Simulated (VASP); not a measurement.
# Au3C in VASP: a series of runs, part 2 of 2

VASP 6.6.1. Earlier steps stand in the parts before.

## 4. Single point, PBE

File INCAR:

```
SYSTEM = Au3C
PREC = Accurate
ENCUT = 520
EDIFF = 1E-7
ISMEAR = 0
SIGMA = 0.1
LREAL = .FALSE.
LASPH = .TRUE.
NELM = 80
ALGO = Normal
ISIF = 2
LWAVE = .FALSE.
LCHARG = .TRUE.
LDIPOL = .TRUE.
IDIPOL = 3
DIPOL = 0.5 0.5 0.340
GGA = PE
LELF = .TRUE.
LVHAR = .TRUE.
LVACPOTAV = .TRUE.
NBANDS = 26
```

File KPOINTS:

```
regular mesh
0
G
  9 9 1
  0 0 0
```

File POSCAR:

```
Au3C
1.0
    2.9402049748      0.0000000000      0.0000000000
   -1.4701024874      2.5462922005      0.0000000000
    0.0000000000      0.0000000000     21.8974947720
Au C
3 1
Direct
    0.6666666667      0.3333333333      0.1826692981
    0.3333333333      0.6666666667      0.2945190844
    0.0000000000      0.0000000000      0.4063247812
    0.7777777778     -0.7777777778      0.4771091342
```

Potentials or basis: VASP PAW PBE potentials, release 64 (Au, C).

Launch:

```bash
$ cat potpaw_PBE.64/Au/POTCAR potpaw_PBE.64/C/POTCAR > POTCAR
$ mpirun -np 1 vasp_std > vasp.out
```

OUTCAR:

```text
SYSTEM = Au3C
   PREC = Accurate
   ENCUT = 520
   EDIFF = 1E-7
   ISMEAR = 0
   LREAL = .FALSE.
   LASPH = .TRUE.
   NELM = 80
   ISIF = 2
   GGA = PE

 ion  position               nearest neighbor table
   1  0.667  0.333  0.183-   2 2.98   2 2.98   2 2.98
   2  0.333  0.667  0.295-   3 2.98   3 2.98   3 2.98   1 2.98   1 2.98   1 2.98
   3  0.000  0.000  0.406-   4 1.92   4 2.56   4 2.56   2 2.98   2 2.98   2 2.98
   4  0.778  0.222  0.477-   3 1.92   3 2.56   3 2.56

  LATTYP: Found a hexagonal cell.
 ALAT       =     2.9402049748
 C/A-ratio  =     7.4476082313

  Lattice vectors:

 A1 = (   2.9402049748,   0.0000000000,   0.0000000000)
 A2 = (  -1.4701024874,   2.5462922005,   0.0000000000)
 A3 = (   0.0000000000,   0.0000000000,  21.8974947720)

Analysis of symmetry for initial positions (statically):
=====================================================================
 Subroutine PRICEL returns:
 Original cell was already a primitive cell.

 Routine SETGRP: Setting up the symmetry group for a
 hexagonal supercell.

 Subroutine GETGRP returns: Found  2 space group operations
 (whereof  2 operations were pure point group operations)
 out of a pool of 24 trial point group operations.

The static configuration has the point symmetry C_1h.

Analysis of symmetry for dynamics (positions and initial velocities):
=====================================================================
 Subroutine PRICEL returns:
 Original cell was already a primitive cell.

 Routine SETGRP: Setting up the symmetry group for a
 hexagonal supercell.

 Subroutine GETGRP returns: Found  2 space group operations
 (whereof  2 operations were pure point group operations)
 out of a pool of 24 trial point group operations.

The dynamic configuration has the point symmetry C_1h.

 Subroutine INISYM returns: Found  2 space group operations
 (whereof  2 operations are pure point group operations),
[... 116 lines left out ...]
   IALGO  =     38    algorithm
   IMIX   =      4    mixing-type and parameters
     AMIX     =   0.40;   BMIX     =  1.00
     AMIX_MAG =   1.60;   BMIX_MAG =  1.00
  volume/ion in A,a.u.               =      40.98       276.58
  Fermi-wavevector in a.u.,A,eV,Ry     =   0.996740  1.883566 13.517266  0.993491
  Thomas-Fermi vector in A             =   2.128849
   LORBIT       =      0    0 simple, 1 ext, 2 COOP (PROOUT), +10 PAW based schemes
   GGA     = PE    functional components
   LHFCALC =     F    Hartree Fock is set to
   AEXX    =    0.0000 exact exchange contribution
   IVDW    =     0    specifies the selected vdW correction
   LEPSILON=     F    determine dielectric tensor
   LRPA    =     F    only Hartree local field effects (RPA)
 non-spin polarized calculation
 Gauss-broadening in eV      SIGMA  =   0.10
  energy-cutoff  :      520.00
  volume of cell :      163.94
 maximum number of plane-waves:      4481
 NGX is ok and might be reduce to    24
   NGX = 11   NGY = 11   NGZ = 81

 dipolmoment           0.000000      0.000000     -0.048413 electrons x Angstroem

 number of electron      36.9999996 magnetization

 dipolmoment           0.000000      0.000000      0.048281 electrons x Angstroem

 Free energy of the ion-electron system (eV)
  ---------------------------------------------------
  ext. energy  EPLUGINS =         0.00000000
  ---------------------------------------------------
  free energy    TOTEN  =       -13.18908312 eV

  energy without entropy =      -13.17525310  energy(sigma->0) =      -13.18216811

 E-fermi :  -0.5344     XC(G=0):  -5.4206

 val. band max:       -0.5600961214   @ k =   0.0000   0.0000   0.0000
 cond. band min:      -0.5114441394   @ k =   0.3333   0.2222   0.0000
 fundamental gap:      0.0486519821
 Fermi energy:        -0.5343807628

 k-point     1 :       0.0000    0.0000    0.0000
  band No.  band energies     occupation
      1     -13.0843      2.00000
      2      -8.8082      2.00000
      3      -8.1226      2.00000
      4      -7.1238      2.00000
      5      -6.2162      2.00000
      6      -6.1678      2.00000
[... 685 lines left out ...]
     25       6.4130      0.00000
     26       7.7028      0.00000

 [... further k-points ...]
[... 5 lines left out ...]
  --------------------------------------------------------------------------------------
  -------------------------------------------------------------------------------------
  Total        0.7183043     -0.6692224      0.6539408     -1.2016334      1.0686448     -1.8509511
  in kB        7.0200267     -6.5403469      6.3909990    -11.7436281     10.4439231    -18.0894457
  external PRESSURE =       2.2902263 kB  Pullay stress =       0.0000000 kB

 VOLUME and BASIS-vectors are now :
 -----------------------------------------------------------------------------
  energy-cutoff  :      520.00
  volume of cell :      163.94
      direct lattice vectors                 reciprocal lattice vectors
     2.940204975  0.000000000  0.000000000     0.340112342  0.196363952  0.000000000
    -1.470102487  2.546292200  0.000000000     0.000000000  0.392727904  0.000000000
     0.000000000  0.000000000 21.897494772     0.000000000  0.000000000  0.045667325

 POSITION                                       TOTAL-FORCE (eV/Angst)
 -----------------------------------------------------------------------------------
      1.47010      0.84876      4.00000        -0.009421      0.005439     -0.016059
     -0.00000      1.69753      6.44923        -0.043398      0.025056      0.059845
      0.00000      0.00000      8.89749         1.345128     -0.776610     -0.536428
      1.96014      0.56584     10.44749        -1.292310      0.746115      0.492643
 -----------------------------------------------------------------------------------
    total drift:                               -0.000092      0.000053     -0.000007

  FREE ENERGIE OF THE ION-ELECTRON SYSTEM (eV)
  ---------------------------------------------------
  free  energy   TOTEN  =       -13.1890831226 eV

  energy  without entropy=      -13.1752530972  energy(sigma->0) =      -13.18216811

 vacuum level on the upper side and lower side of the slab         5.952         4.785
```

OSZICAR:

```text
N       E                     dE             d eps       ncg     rms          rms(c)
DAV:   1     0.229378523280E+03    0.22938E+03   -0.16073E+04  1300   0.118E+03
DAV:   2    -0.453047098829E+01   -0.23391E+03   -0.22094E+03  1556   0.247E+02
[... 21 lines left out ...]
DAV:  24    -0.131890787432E+02   -0.38036E-05   -0.11234E-06  1074   0.704E-03    0.280E-03
DAV:  25    -0.131890813601E+02   -0.26169E-05   -0.36131E-07  1092   0.275E-03    0.195E-03
DAV:  26    -0.131890823630E+02   -0.10029E-05   -0.29275E-07  1048   0.352E-03    0.590E-04
DAV:  27    -0.131890829424E+02   -0.57943E-06   -0.46935E-08   984   0.129E-03    0.659E-04
DAV:  28    -0.131890831003E+02   -0.15789E-06   -0.60224E-08  1026   0.157E-03    0.131E-04
DAV:  29    -0.131890831226E+02   -0.22309E-07   -0.10855E-08   988   0.526E-04
   1 F= -.13189083E+02 E0= -.13182168E+02  d E =-.138300E-01
```

stdout:

```text
POSCAR found type information on POSCAR AuC
 POSCAR found :  2 types and       4 ions
 scaLAPACK will be used
 LDA part: xc-table for (Slater+PW92), standard interpolation
 POSCAR, INCAR and KPOINTS ok, starting setup
 FFT: planning ... GRIDC
 FFT: planning ... GRID_SOFT
 FFT: planning ... GRID
 WAVECAR not read
 entering main loop
 -----------------------------------------------------------------------------
|                                                                             |
|           W    W    AA    RRRRR   N    N  II  N    N   GGGG   !!!           |
|           W    W   A  A   R    R  NN   N  II  NN   N  G    G  !!!           |
|           W    W  A    A  R    R  N N  N  II  N N  N  G       !!!           |
|           W WW W  AAAAAA  RRRRR   N  N N  II  N  N N  G  GGG   !            |
|           WW  WW  A    A  R   R   N   NN  II  N   NN  G    G                |
|           W    W  A    A  R    R  N    N  II  N    N   GGGG   !!!           |
|                                                                             |
|     Did not find any points to average over, which means that no vacuum     |
|     field-free region was found. Please increase the size of  your cell     |
|     in the dimension of the dipole correction to obtain accurate            |
|     workfunction values.                                                    |
|                                                                             |
 -----------------------------------------------------------------------------
```

Run time: 3.5 min. Hardware: 1 thread of Intel Xeon Platinum 8259CL at 2.50GHz (Skylake/Cascade Lake), shared host; peak memory 0.34 GiB.

Results:

* Free energy: -13.1891 eV
* Largest force: 1.643 eV/Å

Forces in eV/Å, atoms in the order of the input:
```
Au  -0.009  0.005 -0.016
Au  -0.043  0.025  0.060
Au   1.345 -0.777 -0.536
C   -1.292  0.746  0.493
```

Levels at points of the mesh, in eV from the Fermi level:
| k point | band 17 | band 18 | band 19 | band 20 | band 21 | band 22 |
| --- | --- | --- | --- | --- | --- | --- |
| (0.00, 0.00, 0.00) | -1.99 | -1.98 | -1.45 | -0.03 | 2.39 | 2.41 |

Caveat: spin-orbit coupling is left out, which moves the levels of the heavy elements.
